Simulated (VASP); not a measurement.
# B2As3 (P-3m1) in VASP: notebook, part 2 of 2

VASP 6.6.1.

**4. Relaxation of cell and atoms, PBE**

This run uses another cell than the first one, of 16.60 Å³/atom.

Input file INCAR:

```
SYSTEM = B2As3
ALGO = Normal
EDIFF = 1E-7
EDIFFG = -0.08
ENCUT = 600
GGA = PE
IBRION = 2
ISIF = 3
ISMEAR = 0
LASPH = .TRUE.
LCHARG = .FALSE.
LREAL = .FALSE.
LWAVE = .FALSE.
NELM = 60
NSW = 36
PREC = Accurate
SIGMA = 0.2
```

Input file KPOINTS:

```
k-points
0
G
  5 5 1
  0 0 0
```

Input file POSCAR:

```
B2As3
1.0
    3.4500000000      0.0000000000      0.0000000000
   -1.7250000000      2.9877876400      0.0000000000
    0.0000000000      0.0000000000     16.1000000000
B As
4 6
Direct
    0.6666666700      0.3333333300      0.8280000000
    0.0000000000      0.0000000000      0.6560000000
    0.3333333300      0.6666666700      0.1720000000
    0.0000000000      0.0000000000      0.3440000000
    0.6666666700      0.3333333300      0.9565000000
    0.0000000000      0.0000000000      0.7845000000
    0.3333333300      0.6666666700      0.6124000000
    0.3333333300      0.6666666700      0.0435000000
    0.0000000000      0.0000000000      0.2155000000
    0.6666666700      0.3333333300      0.3876000000
```

Potentials or basis: VASP PAW PBE potentials, release 64 (B, As).

Launch:

```bash
$ cat potpaw_PBE.64/B/POTCAR potpaw_PBE.64/As/POTCAR > POTCAR
$ mpirun -np 1 vasp_std > vasp.out
```

OUTCAR:

```text
SYSTEM = B2As3
   EDIFF = 1E-7
   EDIFFG = -0.08
   ENCUT = 600
   GGA = PE
   IBRION = 2
   ISIF = 3
   ISMEAR = 0
   LASPH = .TRUE.
   LREAL = .FALSE.
   NELM = 60
   NSW = 36
   PREC = Accurate

 ion  position               nearest neighbor table
   1  0.667  0.333  0.828-   5 2.07   6 2.11   6 2.11   6 2.11
   2  0.000  0.000  0.656-   6 2.07   7 2.11   7 2.11   7 2.11
   3  0.333  0.667  0.172-   8 2.07   9 2.11   9 2.11   9 2.11
   4  0.000  0.000  0.344-   9 2.07  10 2.11  10 2.11  10 2.11
   5  0.667  0.333  0.956-   1 2.07   8 2.44   8 2.44   8 2.44
   6  0.000  0.000  0.785-   2 2.07   1 2.11   1 2.11   1 2.11
   7  0.333  0.667  0.612-   2 2.11   2 2.11   2 2.11
   8  0.333  0.667  0.044-   3 2.07   5 2.44   5 2.44   5 2.44
   9  0.000  0.000  0.215-   4 2.07   3 2.11   3 2.11   3 2.11
  10  0.667  0.333  0.388-   4 2.11   4 2.11   4 2.11

  LATTYP: Found a hexagonal cell.
 ALAT       =     3.4500000000
 C/A-ratio  =     4.6666666667

  Lattice vectors:

 A1 = (   3.4500000000,   0.0000000000,   0.0000000000)
 A2 = (  -1.7250000000,   2.9877876400,   0.0000000000)
 A3 = (   0.0000000000,   0.0000000000,  16.1000000000)

Analysis of symmetry for initial positions (statically):
=====================================================================
 Subroutine PRICEL returns:
 Original cell was already a primitive cell.

 Routine SETGRP: Setting up the symmetry group for a
 hexagonal supercell.

[... 174 lines left out ...]
  external PRESSURE =      12.4518927 kB  Pullay stress =       0.0000000 kB
[... 113 lines left out ...]
  FREE ENERGIE OF THE ION-ELECTRON SYSTEM (eV)
  ---------------------------------------------------
  free  energy   TOTEN  =       -51.6513456124 eV

  energy  without entropy=      -51.5635841320  energy(sigma->0) =      -51.60746487

 E-fermi :   4.8909     XC(G=0):  -9.9770

 val. band max:        4.8632314973   @ k =   0.2000   0.2000   0.0000
 cond. band min:       4.8922842790   @ k =   0.4000   0.2000   0.0000
 fundamental gap:      0.0290527817
 Fermi energy:         4.8909198398

 k-point     1 :       0.0000    0.0000    0.0000
  band No.  band energies     occupation
      1     -10.8336      2.00000
      2      -9.6138      2.00000
      3      -9.3295      2.00000
      4      -7.6424      2.00000
      5      -7.5900      2.00000
      6      -5.2596      2.00000
[... 139 lines left out ...]
     26       8.9450      0.00000
     27       9.2140      0.00000

[... ionic steps 4 to 24 ...]

--------------------------------------- Ionic step       25  -------------------------------------------

 number of electron      42.0000000 magnetization

------------------------ aborting loop because EDIFF is reached ----------------------------------------
[... 83 lines left out ...]
--------------------------------------- Ionic step       27  -------------------------------------------

 number of electron      42.0000000 magnetization

 Free energy of the ion-electron system (eV)
  ---------------------------------------------------
  ext. energy  EPLUGINS =         0.00000000
  ---------------------------------------------------
  free energy    TOTEN  =       -51.99763819 eV

  energy without entropy =      -51.95083846  energy(sigma->0) =      -51.97423832

 E-fermi :   5.6269     XC(G=0): -10.3109

 val. band max:        5.5387673993   @ k =   0.0000   0.0000   0.0000
 cond. band min:       5.7445181033   @ k =   0.2000   0.2000   0.0000
 fundamental gap:      0.2057507040
 Fermi energy:         5.6268681333

 k-point     1 :       0.0000    0.0000    0.0000
  band No.  band energies     occupation
      1     -10.0074      2.00000
      2      -9.0172      2.00000
      3      -8.8334      2.00000
      4      -7.5364      2.00000
      5      -6.9685      2.00000
      6      -4.5706      2.00000
[... 176 lines left out ...]
  FREE ENERGIE OF THE ION-ELECTRON SYSTEM (eV)
  ---------------------------------------------------
  free  energy   TOTEN  =       -51.9976381870 eV

  energy  without entropy=      -51.9508384612  energy(sigma->0) =      -51.97423832

 reached required accuracy - stopping structural energy minimisation
```

CONTCAR:

```text
B2As3
   1.00000000000000
     3.4532016408237873    0.0000000000000001    0.0000000000000000
    -1.7266008204118937    2.9905603422850930    0.0000000000000000
     0.0000000000000001   -0.0000000000000001   15.2331495283753444
  B               As
     4     6
Direct
     0.6666666699999979    0.3333333300000021    0.8098948292260074
     0.0000000000000000    0.0000000000000000    0.6288448682838358
     0.3333333300000021    0.6666666699999979    0.1901051707739923
     0.0000000000000000    0.0000000000000000    0.3711551317161638
     0.6666666699999979    0.3333333300000021    0.9511959527786242
     0.0000000000000000    0.0000000000000000    0.7664761662638513
     0.3333333300000021    0.6666666699999979    0.5846233520747582
     0.3333333300000021    0.6666666699999979    0.0488040472213756
     0.0000000000000000    0.0000000000000000    0.2335238337361487
     0.6666666699999979    0.3333333300000021    0.4153766479252414

  0.00000000E+00  0.00000000E+00  0.00000000E+00
  0.00000000E+00  0.00000000E+00  0.00000000E+00
  0.00000000E+00  0.00000000E+00  0.00000000E+00
  0.00000000E+00  0.00000000E+00  0.00000000E+00
  0.00000000E+00  0.00000000E+00  0.00000000E+00
  0.00000000E+00  0.00000000E+00  0.00000000E+00
  0.00000000E+00  0.00000000E+00  0.00000000E+00
  0.00000000E+00  0.00000000E+00  0.00000000E+00
  0.00000000E+00  0.00000000E+00  0.00000000E+00
  0.00000000E+00  0.00000000E+00  0.00000000E+00
```

It took 23 min on 1 thread of Intel Xeon 8259CL, shared host; peak memory 0.34 GiB.

What came out:

```
Free energy                           : -51.9976 eV
Relaxed volume                        : 15.73 Å³/atom
Relaxed cell                          : a = 3.453 Å, b = 3.453 Å, c = 15.233 Å, α = 90.00°, β = 90.00°, γ = 120.00°
Space group after relaxing (to 0.1 Å) : P-3m1 (No. 164)
Energy gained by relaxing             : 38.2 meV/atom
Ionic steps                           : 27
Pressure after relaxing               : -0.2 GPa
Largest force after relaxing          : 0.038 eV/Å
Band gap on the k mesh                : zero (bands 21 and 22 overlap by 0.88 eV)
```

Forces in eV/Å, atoms in the order of the input:
```
B    0.000  0.000 -0.009
B    0.000  0.000 -0.006
B    0.000  0.000  0.009
B    0.000  0.000  0.006
As   0.000  0.000  0.005
As   0.000  0.000  0.030
As   0.000  0.000 -0.038
As   0.000  0.000 -0.005
As   0.000  0.000 -0.030
As   0.000  0.000  0.038
```

Step by step:
```
step  energy change (eV)  largest force (eV/Å)  pressure (GPa)  volume (Å³)
   1              0.0000                0.4543            1.25       165.96
   2             -0.0354                0.2251           -0.68       169.07
   3             -0.0355                0.2334           -0.59       168.92
   4             -0.0502                0.2333           -0.14       168.21
   5             -0.0547                0.2857            0.28       167.58
   6             -0.0662                0.2539           -0.02       167.80
   7             -0.0699                0.3520           -0.29       168.02
   8             -0.0815                0.3478           -0.29       167.61
   9             -0.1139                0.3311           -0.28       166.40
  10             -0.1648                0.5788           -0.18       163.98
  11             -0.1717                1.4169            0.51       159.20
  12             -0.1883                0.9417            0.07       161.71
  13             -0.1927                0.9357            0.06       161.60
  14             -0.2057                0.9183            0.05       161.24
  15             -0.2302                0.9105            0.05       160.54
  16             -0.2710                0.8926            0.09       159.13
  17             -0.2945                0.7881            0.45       156.34
  18             -0.2983                0.8363            0.28       157.27
  19             -0.3191                0.6804            0.13       157.46
  20             -0.3555                0.2569           -0.29       158.03
  21             -0.3601                0.2578           -0.45       158.30
  22             -0.3651                0.2300           -0.31       158.01
  23             -0.3751                0.1516            0.14       157.14
  24             -0.3693                0.2238            1.10       155.40
  25             -0.3771                0.1770            0.45       156.56
  26             -0.3807                0.1078            0.12       156.94
  27             -0.3818                0.0377           -0.20       157.31
```

Final structure:
```yaml
crystal:
  lattice:
    - [3.45320, 0.00000, 0.00000]
    - [-1.72660, 2.99056, 0.00000]
    - [0.00000, 0.00000, 15.23315]
  atoms:
    - { symbol: B, position: [0.66667, 0.33333, 0.80989] }
    - { symbol: B, position: [0.00000, 0.00000, 0.62884] }
    - { symbol: B, position: [0.33333, 0.66667, 0.19011] }
    - { symbol: B, position: [0.00000, 0.00000, 0.37116] }
    - { symbol: As, position: [0.66667, 0.33333, 0.95120] }
    - { symbol: As, position: [0.00000, 0.00000, 0.76648] }
    - { symbol: As, position: [0.33333, 0.66667, 0.58462] }
    - { symbol: As, position: [0.33333, 0.66667, 0.04880] }
    - { symbol: As, position: [0.00000, 0.00000, 0.23352] }
    - { symbol: As, position: [0.66667, 0.33333, 0.41538] }
```

Levels at points of the mesh, in eV from the Fermi level:
| k point | band 19 | band 20 | band 21 | band 22 | band 23 | band 24 |
| --- | --- | --- | --- | --- | --- | --- |
| (0.00, 0.00, 0.00) | -0.29 | -0.29 | -0.09 | 1.98 | 2.10 | 2.36 |

Caveat: the k points lie up to 0.42 Å⁻¹ apart in the final cell, too coarse for converged energies and pressures of a metal; the relaxation stopped at a loose force limit of 0.08 eV/Å, so its end isn't a converged minimum.

**5. Single point, PBE**

This run uses another cell than the first one, of 15.58 Å³/atom.

Input file INCAR:

```
SYSTEM = B2As3
  PREC = Accurate
  ENCUT = 520
  EDIFF = 1E-6
  ISMEAR = 0
  SIGMA = 0.1
  LREAL = .FALSE.
  LASPH = .TRUE.
  NELM = 60
  ALGO = Normal
  ISIF = 2
  LWAVE = .FALSE.
  LCHARG = .TRUE.
  GGA = PE
  LELF = .TRUE.
  LVHAR = .TRUE.
  NBANDS = 32
```

Input file KPOINTS:

```
Automatic mesh
0
G
  12 12 2
  0 0 0
```

Input file POSCAR:

```
B2As3
1.0
    3.4268128358      0.0000000000      0.0000000000
   -1.7134064179      2.9677069698      0.0000000000
    0.0000000000      0.0000000000     15.3229590281
B As
4 6
Direct
    0.6666666667      0.3333333333      0.8092461728
    0.0000000000      0.0000000000      0.6288279095
    0.3333333333      0.6666666667      0.1907538272
    0.0000000000      0.0000000000      0.3711720905
    0.6666666667      0.3333333333      0.9502807290
    0.0000000000      0.0000000000      0.7662303149
    0.3333333333      0.6666666667      0.5844650380
    0.3333333333      0.6666666667      0.0497192710
    0.0000000000      0.0000000000      0.2337696851
    0.6666666667      0.3333333333      0.4155349620
```

Potentials or basis: VASP PAW PBE potentials, release 64 (B, As).

Launch:

```bash
$ cat potpaw_PBE.64/B/POTCAR potpaw_PBE.64/As/POTCAR > POTCAR
$ mpirun -np 1 vasp_std > vasp.out
```

OUTCAR:

```text
SYSTEM = B2As3
   PREC = Accurate
   ENCUT = 520
   EDIFF = 1E-6
   ISMEAR = 0
   LREAL = .FALSE.
   LASPH = .TRUE.
   NELM = 60
   ISIF = 2
   GGA = PE

 ion  position               nearest neighbor table
   1  0.667  0.333  0.809-   6 2.09   6 2.09   6 2.09   5 2.16
   2  0.000  0.000  0.629-   7 2.09   7 2.09   7 2.09   6 2.11
   3  0.333  0.667  0.191-   9 2.09   9 2.09   9 2.09   8 2.16
   4  0.000  0.000  0.371-  10 2.09  10 2.09  10 2.09   9 2.11
   5  0.667  0.333  0.950-   1 2.16   8 2.50   8 2.50   8 2.50
   6  0.000  0.000  0.766-   1 2.09   1 2.09   1 2.09   2 2.11
   7  0.333  0.667  0.584-   2 2.09   2 2.09   2 2.09
   8  0.333  0.667  0.050-   3 2.16   5 2.50   5 2.50   5 2.50
   9  0.000  0.000  0.234-   3 2.09   3 2.09   3 2.09   4 2.11
  10  0.667  0.333  0.416-   4 2.09   4 2.09   4 2.09

  LATTYP: Found a hexagonal cell.
 ALAT       =     3.4268128358
 C/A-ratio  =     4.4714899127

  Lattice vectors:

 A1 = (   3.4268128358,   0.0000000000,   0.0000000000)
 A2 = (  -1.7134064179,   2.9677069698,   0.0000000000)
[... 202 lines left out ...]
      1      -9.9150      2.00000
      2      -9.0413      2.00000
      3      -8.8416      2.00000
      4      -7.5812      2.00000
      5      -7.0188      2.00000
      6      -4.5670      2.00000
[... 829 lines left out ...]
     31      10.8623      0.00000
     32      11.4313      0.00000

 [... further k-points ...]

------------------------ aborting loop because EDIFF is reached ----------------------------------------

  FORCE on cell =-STRESS in cart. coord.  units (eV):
  Direction    XX          YY          ZZ          XY          YZ          ZX
  --------------------------------------------------------------------------------------
  -------------------------------------------------------------------------------------
  Total        0.4353883      0.4353883      0.3692106      0.0000000     -0.0000000     -0.0000000
  in kB        4.4764450      4.4764450      3.7960395      0.0000000     -0.0000000     -0.0000000
  external PRESSURE =       4.2496431 kB  Pullay stress =       0.0000000 kB

 VOLUME and BASIS-vectors are now :
 -----------------------------------------------------------------------------
  energy-cutoff  :      520.00
  volume of cell :      155.83
      direct lattice vectors                 reciprocal lattice vectors
     3.426812836  0.000000000  0.000000000     0.291816346  0.168480246  0.000000000
    -1.713406418  2.967706970  0.000000000     0.000000000  0.336960492  0.000000000
     0.000000000  0.000000000 15.322959028     0.000000000  0.000000000  0.065261546

 POSITION                                       TOTAL-FORCE (eV/Angst)
 -----------------------------------------------------------------------------------
      1.71341      0.98924     12.40005        -0.000000     -0.000000      0.019707
      0.00000      0.00000      9.63550        -0.000000      0.000000      0.004950
     -0.00000      1.97847      2.92291        -0.000000      0.000000     -0.019707
      0.00000      0.00000      5.68745        -0.000000     -0.000000     -0.004950
      1.71341      0.98924     14.56111        -0.000000      0.000000     -0.038541
      0.00000      0.00000     11.74092        -0.000000     -0.000000     -0.004956
     -0.00000      1.97847      8.95573         0.000000      0.000000     -0.037103
     -0.00000      1.97847      0.76185         0.000000      0.000000      0.038541
      0.00000      0.00000      3.58204         0.000000      0.000000      0.004956
      1.71341      0.98924      6.36723         0.000000     -0.000000      0.037103
 -----------------------------------------------------------------------------------
    total drift:                               -0.000000      0.000000      0.000000

  FREE ENERGIE OF THE ION-ELECTRON SYSTEM (eV)
  ---------------------------------------------------
  free  energy   TOTEN  =       -52.1842466202 eV

  energy  without entropy=      -52.1651389892  energy(sigma->0) =      -52.17469280
```

OSZICAR:

```text
N       E                     dE             d eps       ncg     rms          rms(c)
DAV:   1     0.141234854266E+03    0.14123E+03   -0.17427E+04  2432   0.113E+03
DAV:   2    -0.430610012370E+02   -0.18430E+03   -0.17624E+03  3040   0.185E+02
DAV:   3    -0.546670130953E+02   -0.11606E+02   -0.11443E+02  3168   0.455E+01
DAV:   4    -0.548324719675E+02   -0.16546E+00   -0.16465E+00  3104   0.546E+00
DAV:   5    -0.548351671757E+02   -0.26952E-02   -0.26941E-02  3224   0.615E-01    0.101E+01
DAV:   6    -0.529321734584E+02    0.19030E+01   -0.19927E+01  3400   0.156E+01    0.560E+00
DAV:   7    -0.524150932369E+02    0.51708E+00   -0.13970E+01  3352   0.114E+01    0.395E+00
DAV:   8    -0.521847957798E+02    0.23030E+00   -0.18552E+00  3104   0.547E+00    0.155E+00
DAV:   9    -0.521850714663E+02   -0.27569E-03   -0.25304E-01  3072   0.201E+00    0.441E-01
DAV:  10    -0.521839384333E+02    0.11330E-02   -0.20471E-02  3000   0.628E-01    0.218E-01
DAV:  11    -0.521841449505E+02   -0.20652E-03   -0.36422E-03  3064   0.259E-01    0.735E-02
DAV:  12    -0.521842331425E+02   -0.88192E-04   -0.41743E-04  2976   0.870E-02    0.269E-02
DAV:  13    -0.521842398766E+02   -0.67341E-05   -0.31755E-05  3240   0.241E-02    0.149E-02
DAV:  14    -0.521842461624E+02   -0.62858E-05   -0.95857E-06  3008   0.151E-02    0.313E-03
DAV:  15    -0.521842466202E+02   -0.45780E-06   -0.18338E-06  2384   0.660E-03
   1 F= -.52184247E+02 E0= -.52174693E+02  d E =-.191076E-01
```

Wall time 6 min (1 thread of Intel Xeon 8259CL, shared host); peak memory 0.37 GiB.

What came out:

```yaml
Free_energy: -52.1842 eV
Pressure: 0.4 GPa
Largest_force: 0.039 eV/Å
Band_gap_on_the_k_mesh: zero (bands 21 and 22 overlap by 1.85 eV)
```

Forces in eV/Å, atoms in the order of the input:
```
B    0.000  0.000  0.020
B    0.000  0.000  0.005
B    0.000  0.000 -0.020
B    0.000  0.000 -0.005
As   0.000  0.000 -0.039
As   0.000  0.000 -0.005
As   0.000  0.000 -0.037
As   0.000  0.000  0.039
As   0.000  0.000  0.005
As   0.000  0.000  0.037
```

Levels at points of the mesh, in eV from the Fermi level:
```
           k point  band 19  band 20  band 21  band 22  band 23  band 24
(0.00, 0.00, 0.00)    -0.12    -0.10    -0.10     2.24     2.35     2.56
(0.50, 0.00, 0.00)    -2.15    -1.95    -1.01    -0.51     0.59     1.60
(0.00, 0.00, 0.50)    -0.09    -0.09     1.27     2.07     2.36     2.54
(0.50, 0.00, 0.50)    -2.13    -1.94    -0.76    -0.16     0.03     1.69
```

**6. Overview**

| task | cell | k mesh | cutoff (eV) | smearing | gap on the mesh (eV) | pressure (GPa) | largest force (eV/Å) |
| --- | --- | --- | --- | --- | --- | --- | --- |
| single point | a = 3.445, b = 3.445, c = 15.238 Å, angles 90.0, 90.0, 120.0°, 10 atoms, atomic positions A | 5 × 5 × 1 | 520 | gaussian 0.2 eV | none | 0.4 | 0.07 |
| single point | a = 3.427, b = 3.427, c = 15.323 Å, angles 90.0, 90.0, 120.0°, 10 atoms, atomic positions B | 6 × 6 × 2 | 520 | gaussian 0.2 eV | none | 0.5 | 0.07 |
| relaxation of cell and atoms | relaxed from a = 3.450, b = 3.450, c = 16.100 Å, angles 90.0, 90.0, 120.0°, 10 atoms, atomic positions C | 5 × 5 × 1 | 600 | gaussian 0.2 eV | none | -0.2 | 0.04 |
| single point | a = 3.427, b = 3.427, c = 15.323 Å, angles 90.0, 90.0, 120.0°, 10 atoms, atomic positions B | 12 × 12 × 2 | 520 | gaussian 0.1 eV | none | 0.4 | 0.04 |

Alike in all rows: level PBE; potentials or basis VASP PAW PBE potentials, release 64 (B, As); no spin polarisation.

Caveats: some runs use coarse meshes; the relaxation stopped at a loose force limit of 0.08 eV/Å, so its end isn't a converged minimum (at least some runs).

Absolute energies hang on the potentials; compare differences alone.
